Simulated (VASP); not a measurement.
# SnO2 (P4_2/mnm) in VASP: single point with LDA

Aim: the single point of SnO2 with LDA.

Program: VASP 6.6.1. These are calculated values, not measurements. Logs are shortened: lines on timing, memory, paths and dates and some standing lists are left out, and cuts for length are marked.

## Step 1: The cell of the first run

Symmetry: P4_2/mnm, No. 136, tetragonal system. Conventional cell: a = 4.726 Å, b = 4.726 Å, c = 3.181 Å, α = 90.00°, β = 90.00°, γ = 90.00°. O (site symmetry m2m) has 3 Sn at 2.05 Å and 1 O at 2.58 Å within 2.7 Å. Sn (site symmetry mmm) has 6 O at 2.05 Å within 2.7 Å.

## Step 2: Single point, LDA

INCAR

```
PREC = Accurate
ENCUT = 600
EDIFF = 1E-6
ISMEAR = 0
SIGMA = 0.1
LREAL = F
LASPH = T
NELM = 120
ALGO = Normal
ISIF = 2
LWAVE = F
LCHARG = T
GGA = CA
LELF = T
LVHAR = T
NBANDS = 64
GGA_COMPAT = F
```

KPOINTS

```
regular mesh
0
Gamma
  6 4 4
```

POSCAR

```
SnO2
1.0
    3.1805564129      0.0000000000      0.0000000000
    0.0000000000      6.6839231512      0.0000000000
    0.0000000000      0.0000000000      6.6839231512
O Sn
8 4
Direct
    0.0000000000      0.0000000000      0.0000000000
    0.5000000000      0.3070000000      0.1929942000
    0.5000000000      0.6930000000      0.1929942000
    0.0000000000      0.0000000000      0.3859884000
    0.0000000000      0.5000000000      0.5000001000
    0.5000000000      0.8070000000      0.6929943000
    0.5000000000      0.1930000000      0.6929943000
    0.0000000000      0.5000000000      0.8859885000
    0.0000000000      0.5000000000      0.1929942000
    0.5000000000      0.0000000000      0.1929942000
    0.0000000000      0.0000000000      0.6929943000
    0.5000000000      0.5000000000      0.6929943000
```

Potentials or basis: VASP PAW LDA potentials, release 64 (O, Sn_d).

Command:

```console
> cat potpaw_LDA.64/O/POTCAR potpaw_LDA.64/Sn_d/POTCAR > POTCAR
> mpirun -np 1 vasp_std > vasp.out
```

OUTCAR:

```text
PREC = Accurate
   ENCUT = 600
   EDIFF = 1E-6
   ISMEAR = 0
   LREAL = F
   LASPH = T
   NELM = 120
   ISIF = 2
   GGA = CA

 ion  position               nearest neighbor table
   1  0.000  0.000  0.000-  10 2.05  10 2.05  11 2.05
   2  0.500  0.307  0.193-   9 2.05   9 2.05  10 2.05
   3  0.500  0.693  0.193-   9 2.05   9 2.05  10 2.05
   4  0.000  0.000  0.386-  10 2.05  10 2.05  11 2.05
   5  0.000  0.500  0.500-  12 2.05  12 2.05   9 2.05
   6  0.500  0.807  0.693-  11 2.05  11 2.05  12 2.05
   7  0.500  0.193  0.693-  11 2.05  11 2.05  12 2.05
   8  0.000  0.500  0.886-  12 2.05  12 2.05   9 2.05
   9  0.000  0.500  0.193-   2 2.05   3 2.05   2 2.05   3 2.05   8 2.05   5 2.05  12 3.70  12 3.70
                            10 3.70  10 3.70  10 3.70  10 3.70  12 3.70  12 3.70
  10  0.500  0.000  0.193-   1 2.05   4 2.05   1 2.05   4 2.05   3 2.05   2 2.05  11 3.70  11 3.70
                             9 3.70   9 3.70   9 3.70   9 3.70  11 3.70  11 3.70
  11  0.000  0.000  0.693-   6 2.05   7 2.05   6 2.05   7 2.05   1 2.05   4 2.05  10 3.70  10 3.70
                            12 3.70  12 3.70  12 3.70  12 3.70  10 3.70  10 3.70
  12  0.500  0.500  0.693-   5 2.05   8 2.05   5 2.05   8 2.05   7 2.05   6 2.05   9 3.70   9 3.70
                            11 3.70  11 3.70  11 3.70  11 3.70   9 3.70   9 3.70
[... 7 lines left out ...]
 A1 = (   0.0000000000,   6.6839231512,   0.0000000000)
 A2 = (   0.0000000000,   0.0000000000,   6.6839231512)
 A3 = (   3.1805564129,   0.0000000000,   0.0000000000)

Analysis of symmetry for initial positions (statically):
=====================================================================
 Subroutine PRICEL returns following result:

  LATTYP: Found a simple tetragonal cell.
 ALAT       =     4.7262478578
 C/A-ratio  =     0.6729559068

  Lattice vectors:

 A1 = (   0.0000000000,   3.3419615756,  -3.3419622440)
 A2 = (   0.0000000000,   3.3419615756,   3.3419609072)
 A3 = (   3.1805564129,   0.0000000000,   0.0000000000)

   2 primitive cells build up your supercell.

 Routine SETGRP: Setting up the symmetry group for a
 simple tetragonal supercell.

 Subroutine GETGRP returns: Found 16 space group operations
 (whereof  4 operations were pure point group operations)
 out of a pool of 16 trial point group operations.

The static configuration has the point symmetry C_2v.
 The point group associated with its full space group is D_4h.

Analysis of symmetry for dynamics (positions and initial velocities):
[... 142 lines left out ...]
   NUPDOWN=      -1.0000    fix difference up-down
   EMIN   =  10.00;   EMAX   =-10.00  energy-range for DOS
   EFERMI =   0.00;   METHOD = LEGACY
   ISMEAR =     0;   SIGMA  =   0.10  broadening in eV -4-tet -1-fermi 0-gaus
   EFERMI_NEDOS =   21; number of points for ismear=-14 and -15
   IALGO  =     38    algorithm
   IMIX   =      4    mixing-type and parameters
     AMIX     =   0.40;   BMIX     =  1.00
     AMIX_MAG =   1.60;   BMIX_MAG =  1.00
  volume/ion in A,a.u.               =      11.84        79.91
  Fermi-wavevector in a.u.,A,eV,Ry     =   1.475358  2.788021 29.615527  2.176680
  Thomas-Fermi vector in A             =   2.590017
   LORBIT       =      0    0 simple, 1 ext, 2 COOP (PROOUT), +10 PAW based schemes
   GGA     = CA    functional components
   LHFCALC =     F    Hartree Fock is set to
   AEXX    =    0.0000 exact exchange contribution
   IVDW    =     0    specifies the selected vdW correction
   LEPSILON=     F    determine dielectric tensor
   LRPA    =     F    only Hartree local field effects (RPA)
 non-spin polarized calculation
 Gauss-broadening in eV      SIGMA  =   0.10
  energy-cutoff  :      600.00
  volume of cell :      142.09
 maximum number of plane-waves:      4781
 NGX is ok and might be reduce to    28
   NGX = 13   NGY = 27   NGZ = 27

 number of electron     103.9999971 magnetization

 Free energy of the ion-electron system (eV)
  ---------------------------------------------------
  ext. energy  EPLUGINS =         0.00000000
  ---------------------------------------------------
  free energy    TOTEN  =       -84.57062461 eV

  energy without entropy =      -84.57062461  energy(sigma->0) =      -84.57062461

 E-fermi :   6.4354     XC(G=0): -11.8354

 val. band max:        5.9451376666   @ k =   0.0000   0.0000   0.0000
 cond. band min:       7.1912325485   @ k =   0.0000   0.0000   0.0000
 fundamental gap:      1.2460948819
 Fermi energy:         6.4354448585

 k-point     1 :       0.0000    0.0000    0.0000
  band No.  band energies     occupation
      1     -15.0713      2.00000
      2     -14.8149      2.00000
      3     -14.8127      2.00000
      4     -14.3096      2.00000
      5     -14.0051      2.00000
      6     -13.9935      2.00000
[... 1597 lines left out ...]
     63      16.7682      0.00000
     64      16.7682      0.00000

------------------------ aborting loop because EDIFF is reached ----------------------------------------

  FORCE on cell =-STRESS in cart. coord.  units (eV):
  Direction    XX          YY          ZZ          XY          YZ          ZX
  --------------------------------------------------------------------------------------
  -------------------------------------------------------------------------------------
  Total        2.4487215      0.8283178      0.8283178      0.0000000      0.0000000      0.0000000
  in kB       27.6111173      9.3398865      9.3398865      0.0000000      0.0000000      0.0000000
  external PRESSURE =      15.4302968 kB  Pullay stress =       0.0000000 kB

 VOLUME and BASIS-vectors are now :
 -----------------------------------------------------------------------------
  energy-cutoff  :      600.00
  volume of cell :      142.09
      direct lattice vectors                 reciprocal lattice vectors
     3.180556413  0.000000000  0.000000000     0.314410396  0.000000000  0.000000000
     0.000000000  6.683923151  0.000000000     0.000000000  0.149612732  0.000000000
     0.000000000  0.000000000  6.683923151     0.000000000  0.000000000  0.149612732

 POSITION                                       TOTAL-FORCE (eV/Angst)
 -----------------------------------------------------------------------------------
      0.00000      0.00000      0.00000         0.000000      0.000000     -0.189978
      1.59028      2.05196      1.28996        -0.000000     -0.189978      0.000000
      1.59028      4.63196      1.28996        -0.000000      0.189978      0.000000
      0.00000      0.00000      2.57992        -0.000000      0.000000      0.189978
      0.00000      3.34196      3.34196        -0.000000      0.000000     -0.189978
      1.59028      5.39393      4.63192        -0.000000     -0.189978      0.000000
      1.59028      1.29000      4.63192        -0.000000      0.189978      0.000000
      0.00000      3.34196      5.92188         0.000000      0.000000      0.189978
      0.00000      3.34196      1.28996         0.000000      0.000000      0.000000
      1.59028      0.00000      1.28996         0.000000      0.000000      0.000000
      0.00000      0.00000      4.63192        -0.000000      0.000000      0.000000
      1.59028      3.34196      4.63192        -0.000000      0.000000     -0.000000
 -----------------------------------------------------------------------------------
    total drift:                                0.000000      0.000000      0.004657

  FREE ENERGIE OF THE ION-ELECTRON SYSTEM (eV)
  ---------------------------------------------------
  free  energy   TOTEN  =       -84.5706246078 eV

  energy  without entropy=      -84.5706246078  energy(sigma->0) =      -84.57062461
```

OSZICAR:

```text
N       E                     dE             d eps       ncg     rms          rms(c)
DAV:   1     0.168253553067E+04    0.16825E+04   -0.52478E+04  3576   0.283E+03
DAV:   2     0.289414582901E+03   -0.13931E+04   -0.13184E+04  3152   0.872E+02
DAV:   3    -0.651359629852E+02   -0.35455E+03   -0.34504E+03  3392   0.298E+02
DAV:   4    -0.959755478153E+02   -0.30840E+02   -0.30512E+02  3792   0.975E+01
DAV:   5    -0.968986193062E+02   -0.92307E+00   -0.91997E+00  3616   0.175E+01    0.223E+01
DAV:   6    -0.846147905726E+02    0.12284E+02   -0.41537E+01  4816   0.692E+01    0.850E+00
DAV:   7    -0.847574982978E+02   -0.14271E+00   -0.47818E+00  3472   0.895E+00    0.471E+00
DAV:   8    -0.846094156119E+02    0.14808E+00   -0.66704E-01  4432   0.580E+00    0.114E+00
DAV:   9    -0.845704048588E+02    0.39011E-01   -0.17087E-01  4576   0.441E+00    0.219E-01
DAV:  10    -0.845705700163E+02   -0.16516E-03   -0.12979E-02  4216   0.821E-01    0.816E-02
DAV:  11    -0.845706174267E+02   -0.47410E-04   -0.95807E-04  4496   0.303E-01    0.256E-02
DAV:  12    -0.845706312323E+02   -0.13806E-04   -0.11701E-04  4136   0.672E-02    0.242E-02
DAV:  13    -0.845706238511E+02    0.73812E-05   -0.33471E-05  4312   0.646E-02    0.212E-03
DAV:  14    -0.845706246078E+02   -0.75667E-06   -0.45035E-06  2904   0.993E-03
   1 F= -.84570625E+02 E0= -.84570625E+02  d E =-.213140E-13
```

stdout:

```text
POSCAR found type information on POSCAR O Sn
 POSCAR found :  2 types and      12 ions
 scaLAPACK will be used
 LDA part: xc-table for (Slater(with rela. corr.)+CA(PZ))
 , standard interpolation
 POSCAR, INCAR and KPOINTS ok, starting setup
 FFT: planning ... GRIDC
 FFT: planning ... GRID_SOFT
 FFT: planning ... GRID
 WAVECAR not read
 entering main loop
```

Run time: 9.1 min. Hardware: 1 thread of Intel Xeon 8259CL, shared host; peak memory 0.33 GiB.

What came out:

```
Free energy            : -84.5706 eV
Pressure               : 1.5 GPa
Largest force          : 0.190 eV/Å
Band gap on the k mesh : 1.25 eV
```

Forces in eV/Å, atoms in the order of the input:
```
O    0.000  0.000 -0.190
O    0.000 -0.190  0.000
O    0.000  0.190  0.000
O    0.000  0.000  0.190
O    0.000  0.000 -0.190
O    0.000 -0.190  0.000
O    0.000  0.190  0.000
O    0.000  0.000  0.190
Sn   0.000  0.000  0.000
Sn   0.000  0.000  0.000
Sn   0.000  0.000  0.000
Sn   0.000  0.000  0.000
```

Caveat: spin-orbit coupling is left out, which moves the levels of the heavy elements.
